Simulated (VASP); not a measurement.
# In3Sb2As (Cmm2) in VASP: single point with PBE

Aim: the single point of In3Sb2As with PBE.

Program: VASP 6.6.1. These are calculated values, not measurements. Logs are shortened: lines on timing, memory, paths and dates and some standing lists are left out, and cuts for length are marked.

## (1) The cell of the first run

It takes space group Cmm2 (No. 35, orthorhombic). The conventional cell has a = 6.285 Å, b = 6.406 Å, c = 8.631 Å, α = 90.00°, β = 90.00°, γ = 90.00°. In (site symmetry m) has 1 As at 2.65 Å and 5 In at 2.87 to 3.54 Å and 2 Sb at 3.20 Å within 3.6 Å. In (site symmetry mm2) has 2 In at 3.26 Å and 4 As at 3.28 to 3.34 Å and 4 Sb at 3.68 Å within 4.3 Å. Within 4.1 Å of Sb (site symmetry 2) lie 4 Sb at 3.14 to 3.20 Å and 4 In at 3.20 to 3.68 Å. Within 3.5 Å of As (site symmetry mm2) lie 6 In at 2.65 to 3.34 Å.

The cell was generated, and may not be a known phase.

## (2) Single point, PBE

File INCAR:

```
SYSTEM = In3Sb2As
PREC = Accurate
ENCUT = 520
EDIFF = 1E-6
ISMEAR = 0
SIGMA = 0.2
LREAL = .FALSE.
LASPH = .TRUE.
NELM = 60
ALGO = Normal
ISIF = 2
LWAVE = .FALSE.
LCHARG = .FALSE.
GGA = PE
NBANDS = 36
```

File KPOINTS:

```
Automatic mesh
0
G
  3 3 3
  0 0 0
```

File POSCAR:

```
In3Sb2As
1.0
    3.1424673439     -3.2032138816      0.0000000000
    3.1424673439      3.2032138816      0.0000000000
    0.0000000000      0.0000000000      8.6310539527
In Sb As
3 2 1
Direct
    0.2239325839      0.7760674161      0.5032436220
    0.7760674161      0.2239325839      0.5032436220
    0.0000000000      0.0000000000      0.8428255533
    0.0000000000      0.5000000000      0.1804690419
    0.5000000000      0.0000000000      0.1804690419
    0.5000000000      0.5000000000      0.7324957489
```

Potentials or basis: VASP PAW PBE potentials, release 64 (In_d, Sb, As).

The run is started by

```
$ cat potpaw_PBE.64/In_d/POTCAR potpaw_PBE.64/Sb/POTCAR potpaw_PBE.64/As/POTCAR > POTCAR
$ mpirun -np 1 vasp_std > vasp.out
```

OUTCAR:

```text
SYSTEM = In3Sb2As
   PREC = Accurate
   ENCUT = 520
   EDIFF = 1E-6
   ISMEAR = 0
   LREAL = .FALSE.
   LASPH = .TRUE.
   NELM = 60
   ISIF = 2
   GGA = PE

 ion  position               nearest neighbor table
   1  0.224  0.776  0.503-   6 2.65   2 2.87   2 3.16   2 3.16   4 3.20   5 3.20   3 3.26   2 3.54

   2  0.776  0.224  0.503-   6 2.65   1 2.87   1 3.16   1 3.16   4 3.20   5 3.20   3 3.26   1 3.54

   3  0.000  0.000  0.843-   1 3.26   2 3.26   6 3.28   6 3.28   6 3.34   6 3.34   5 3.68   5 3.68
                             4 3.68   4 3.68
   4  0.000  0.500  0.180-   5 3.14   5 3.14   1 3.20   2 3.20   5 3.20   5 3.20   3 3.68   3 3.68

   5  0.500  0.000  0.180-   4 3.14   4 3.14   1 3.20   2 3.20   4 3.20   4 3.20   3 3.68   3 3.68

   6  0.500  0.500  0.732-   1 2.65   2 2.65   3 3.28   3 3.28   3 3.34   3 3.34

  LATTYP: Found a base centered orthorhombic cell.
 ALAT       =     6.2849346878
 B/A-ratio  =     1.0193308414
 C/A-ratio  =     1.3732925450

  Lattice vectors:

 A1 = (   3.1424673439,  -3.2032138816,   0.0000000000)
 A2 = (   3.1424673439,   3.2032138816,   0.0000000000)
 A3 = (   0.0000000000,   0.0000000000,   8.6310539527)

Analysis of symmetry for initial positions (statically):
=====================================================================
 Subroutine PRICEL returns:
 Original cell was already a primitive cell.

 Routine SETGRP: Setting up the symmetry group for a
 base centered orthorhombic supercell.

 Subroutine GETGRP returns: Found  4 space group operations
 (whereof  4 operations were pure point group operations)
 out of a pool of  8 trial point group operations.

The static configuration has the point symmetry C_2v.

Analysis of symmetry for dynamics (positions and initial velocities):
=====================================================================
 Subroutine PRICEL returns:
 Original cell was already a primitive cell.

 Routine SETGRP: Setting up the symmetry group for a
 base centered orthorhombic supercell.

 Subroutine GETGRP returns: Found  4 space group operations
 (whereof  4 operations were pure point group operations)
 out of a pool of  8 trial point group operations.

The dynamic configuration has the point symmetry C_2v.

 Subroutine INISYM returns: Found  4 space group operations
 (whereof  4 operations are pure point group operations),
 and found     1 'primitive' translations

----------------------------------------------------------------------------------------

                                     Primitive cell

  volume of cell :     173.7603

  direct lattice vectors                    reciprocal lattice vectors
     3.142467344 -3.203213882  0.000000000     0.159110643 -0.156093230  0.000000000
     3.142467344  3.203213882  0.000000000     0.159110643  0.156093230  0.000000000
     0.000000000  0.000000000  8.631053953     0.000000000  0.000000000  0.115860705

  length of vectors
     4.487279820  4.487279820  8.631053953     0.222893008  0.222893008  0.115860705

  position of ions in fractional coordinates (direct lattice)
     0.223932584  0.776067416  0.503243622
     0.776067416  0.223932584  0.503243622
     0.000000000  0.000000000  0.842825553
     0.000000000  0.500000000  0.180469042
     0.500000000  0.000000000  0.180469042
     0.500000000  0.500000000  0.732495749

  ion indices of the primitive-cell ions
   primitive index   ion index
                 1           1
                 2           2
                 3           3
                 4           4
                 5           5
                 6           6

----------------------------------------------------------------------------------------

 KPOINTS: Automatic mesh

Automatic generation of k-mesh.
 Grid dimensions read from file:
 generate k-points for:    3    3    3

 Generating k-lattice:

  Cartesian coordinates                     Fractional coordinates (reciprocal lattice)
     0.053036881 -0.052031077  0.000000000     0.333333333  0.000000000  0.000000000
     0.053036881  0.052031077  0.000000000     0.000000000  0.333333333  0.000000000
     0.000000000  0.000000000  0.038620235     0.000000000  0.000000000  0.333333333

  Length of vectors
     0.074297669  0.074297669  0.038620235

  Shift w.r.t. Gamma in fractional coordinates (k-lattice)
     0.000000000  0.000000000  0.000000000

 Subroutine IBZKPT returns following result:
 ===========================================

 Found      8 irreducible k-points:

 Following reciprocal coordinates:
            Coordinates               Weight
  0.000000  0.000000  0.000000      1.000000
  0.333333  0.000000  0.000000      4.000000
  0.333333  0.333333  0.000000      2.000000
 -0.333333  0.333333  0.000000      2.000000
  0.000000  0.000000  0.333333      2.000000
  0.333333  0.000000  0.333333      8.000000
  0.333333  0.333333  0.333333      4.000000
 -0.333333  0.333333  0.333333      4.000000
   k-points           NKPTS =      8   k-points in BZ     NKDIM =      8   number of bands    NBANDS=     36
   number of dos      NEDOS =    301   number of ions     NIONS =      6
   total plane-waves  NPLWV =  82944
   dimension x,y,z NGX =    36 NGY =   36 NGZ =   64
   dimension x,y,z NGXF=    72 NGYF=   72 NGZF=  128
   ions per type =               3   2   1
   NGX,Y,Z   is equivalent  to a cutoff of  13.34, 13.34, 12.33 a.u.
   NGXF,Y,Z  is equivalent  to a cutoff of  26.67, 26.67, 24.65 a.u.
 SYSTEM =  In3Sb2As
   PREC   = accura    normal or accurate (medium, high low for compatibility)
   ISTART =      0    job   : 0-new  1-cont  2-samecut
   ICHARG =      2    charge: 1-file 2-atom 10-const
   ISPIN  =      1    spin polarized calculation?
   LNONCOLLINEAR =      F non collinear calculations
   LSORBIT =      F    spin-orbit coupling
   LASPH  =      T    aspherical Exc in radial PAW
   ENCUT  =  520.0 eV  38.22 Ry    6.18 a.u.   8.34  8.34 16.05*2*pi/ulx,y,z
   NELM   =     60;   NELMIN=  2; NELMDL= -5     # of ELM steps
   EDIFF  = 0.1E-05   stopping-criterion for ELM
   LREAL  =      F    real-space projection
   EDIFFG = 0.1E-04   stopping-criterion for IOM
   NSW    =      0    number of steps for IOM
   IBRION =     -1    ionic relax: 0-MD 1-quasi-New 2-CG
   NFREE  =      0    steps in history (QN), initial steepest desc. (CG)
   ISIF   =      2    stress and relaxation
   ISYM   =      2    0-nonsym 1-usesym 2-fastsym
   POTIM  = 0.5000    time-step for ionic-motion
   TEBEG  =    0.0;   TEEND  =   0.0 temperature during run
   PSTRESS=    0.0 pullay stress
   NELECT =      54.0000    total number of electrons
   NUPDOWN=      -1.0000    fix difference up-down
   EMIN   =  10.00;   EMAX   =-10.00  energy-range for DOS
   EFERMI =   0.00;   METHOD = LEGACY
   ISMEAR =     0;   SIGMA  =   0.20  broadening in eV -4-tet -1-fermi 0-gaus
   EFERMI_NEDOS =   21; number of points for ismear=-14 and -15
   IALGO  =     38    algorithm
   IMIX   =      4    mixing-type and parameters
     AMIX     =   0.40;   BMIX     =  1.00
     AMIX_MAG =   1.60;   BMIX_MAG =  1.00
  volume/ion in A,a.u.               =      28.96       195.43
  Fermi-wavevector in a.u.,A,eV,Ry     =   1.108892  2.095502 16.730287  1.229641
  Thomas-Fermi vector in A             =   2.245425
   LORBIT       =      0    0 simple, 1 ext, 2 COOP (PROOUT), +10 PAW based schemes
   GGA     = PE    functional components
   LHFCALC =     F    Hartree Fock is set to
   AEXX    =    0.0000 exact exchange contribution
   IVDW    =     0    specifies the selected vdW correction
   LEPSILON=     F    determine dielectric tensor
   LRPA    =     F    only Hartree local field effects (RPA)
 non-spin polarized calculation
 Gauss-broadening in eV      SIGMA  =   0.20
  energy-cutoff  :      520.00
  volume of cell :      173.76
 maximum number of plane-waves:      4708
 NGX is ok and might be reduce to    36
   NGX = 17   NGY = 17   NGZ = 33

 number of electron      54.0000018 magnetization

 Free energy of the ion-electron system (eV)
  ---------------------------------------------------
  ext. energy  EPLUGINS =         0.00000000
  ---------------------------------------------------
  free energy    TOTEN  =       -20.18738906 eV

  energy without entropy =      -20.14584417  energy(sigma->0) =      -20.16661661

 E-fermi :   6.2510     XC(G=0):  -9.5549

 val. band max:        6.2314948389   @ k =   0.3333   0.0000   0.0000
 cond. band min:       6.3490078050   @ k =   0.3333   0.3333   0.3333
 fundamental gap:      0.1175129661
 Fermi energy:         6.2510325899

 k-point     1 :       0.0000    0.0000    0.0000
  band No.  band energies     occupation
      1      -8.9267      2.00000
      2      -8.7182      2.00000
      3      -8.7134      2.00000
      4      -8.6997      2.00000
      5      -8.6081      2.00000
      6      -8.4475      2.00000
[... 28 lines left out ...]
     35      10.7579      0.00000
     36      11.4715      0.00000

 k-point     2 :       0.3333    0.0000    0.0000
  band No.  band energies     occupation
      1      -8.8039      2.00000
      2      -8.6679      2.00000
      3      -8.6542      2.00000
      4      -8.6130      2.00000
      5      -8.5749      2.00000
      6      -8.5091      2.00000
[... 28 lines left out ...]
     35       9.9604      0.00000
     36      10.8100      0.00000

 k-point     3 :       0.3333    0.3333    0.0000
  band No.  band energies     occupation
      1      -8.8088      2.00000
      2      -8.7270      2.00000
      3      -8.6580      2.00000
      4      -8.6130      2.00000
      5      -8.5797      2.00000
      6      -8.5020      2.00000
[... 28 lines left out ...]
     35      10.6243      0.00000
     36      11.1316      0.00000

 k-point     4 :      -0.3333    0.3333    0.0000
  band No.  band energies     occupation
      1      -8.7897      2.00000
      2      -8.6985      2.00000
      3      -8.6707      2.00000
      4      -8.6468      2.00000
      5      -8.5635      2.00000
      6      -8.4844      2.00000
[... 28 lines left out ...]
     35      10.8411      0.00000
     36      10.9377      0.00000

 k-point     5 :       0.0000    0.0000    0.3333
  band No.  band energies     occupation
      1      -8.9268      2.00000
      2      -8.7182      2.00000
      3      -8.7125      2.00000
      4      -8.6998      2.00000
      5      -8.6082      2.00000
      6      -8.4485      2.00000
[... 28 lines left out ...]
     35      10.2140      0.00000
     36      10.5003      0.00000

 k-point     6 :       0.3333    0.0000    0.3333
  band No.  band energies     occupation
      1      -8.8040      2.00000
      2      -8.6680      2.00000
      3      -8.6538      2.00000
      4      -8.6128      2.00000
      5      -8.5748      2.00000
      6      -8.5098      2.00000
[... 28 lines left out ...]
     35      10.0310      0.00000
     36      11.1407      0.00000

 k-point     7 :       0.3333    0.3333    0.3333
  band No.  band energies     occupation
      1      -8.8087      2.00000
      2      -8.7273      2.00000
      3      -8.6584      2.00000
      4      -8.6127      2.00000
      5      -8.5792      2.00000
      6      -8.5013      2.00000
[... 28 lines left out ...]
     35      10.7895      0.00000
     36      11.8471      0.00000

 k-point     8 :      -0.3333    0.3333    0.3333
  band No.  band energies     occupation
      1      -8.7898      2.00000
      2      -8.6983      2.00000
      3      -8.6713      2.00000
      4      -8.6464      2.00000
      5      -8.5636      2.00000
      6      -8.4841      2.00000
[... 28 lines left out ...]
     35      10.9494      0.00000
     36      11.2536      0.00000

------------------------ aborting loop because EDIFF is reached ----------------------------------------

  FORCE on cell =-STRESS in cart. coord.  units (eV):
  Direction    XX          YY          ZZ          XY          YZ          ZX
  --------------------------------------------------------------------------------------
  -------------------------------------------------------------------------------------
  Total       -0.2318408     -0.3203993      0.0239126      0.0000000      0.0000000      0.0000000
  in kB       -2.1377153     -2.9542792      0.2204886      0.0000000      0.0000000      0.0000000
  external PRESSURE =      -1.6238353 kB  Pullay stress =       0.0000000 kB

 VOLUME and BASIS-vectors are now :
 -----------------------------------------------------------------------------
  energy-cutoff  :      520.00
  volume of cell :      173.76
      direct lattice vectors                 reciprocal lattice vectors
     3.142467344 -3.203213882  0.000000000     0.159110643 -0.156093230  0.000000000
     3.142467344  3.203213882  0.000000000     0.159110643  0.156093230  0.000000000
     0.000000000  0.000000000  8.631053953     0.000000000  0.000000000  0.115860705

 POSITION                                       TOTAL-FORCE (eV/Angst)
 -----------------------------------------------------------------------------------
      3.14247      1.76861      4.34352        -0.000000      0.017325      0.002955
      3.14247     -1.76861      4.34352        -0.000000     -0.017325      0.002955
      0.00000      0.00000      7.27447         0.000000      0.000000     -0.031281
      1.57123      1.60161      1.55764        -0.000000      0.000000     -0.004040
      1.57123     -1.60161      1.55764        -0.000000      0.000000     -0.004040
      3.14247      0.00000      6.32221        -0.000000      0.000000      0.033452
 -----------------------------------------------------------------------------------
    total drift:                                0.000000     -0.000000      0.001218

  FREE ENERGIE OF THE ION-ELECTRON SYSTEM (eV)
  ---------------------------------------------------
  free  energy   TOTEN  =       -20.1873890558 eV

  energy  without entropy=      -20.1458441651  energy(sigma->0) =      -20.16661661
```

Wall time 33 s (1 thread of Intel Xeon Platinum 8488C (Sapphire Rapids), shared host); peak memory 0.29 GiB.

Results:

```
Free energy            : -20.1874 eV
Pressure               : -0.2 GPa
Largest force          : 0.033 eV/Å
Band gap on the k mesh : zero (bands 27 and 28 overlap by 0.13 eV)
```

Forces on the atoms (eV/Å):
```
In   0.000  0.017  0.003
In   0.000 -0.017  0.003
In   0.000  0.000 -0.031
Sb   0.000  0.000 -0.004
Sb   0.000  0.000 -0.004
As   0.000  0.000  0.033
```

Caveat: the k points lie up to 0.47 Å⁻¹ apart; semilocal functionals underestimate gaps, and a narrow one can read as zero; spin-orbit coupling is left out, which moves the levels of the heavy elements.

The gap in the log of VASP goes by the Fermi energy; the results here count the filled bands.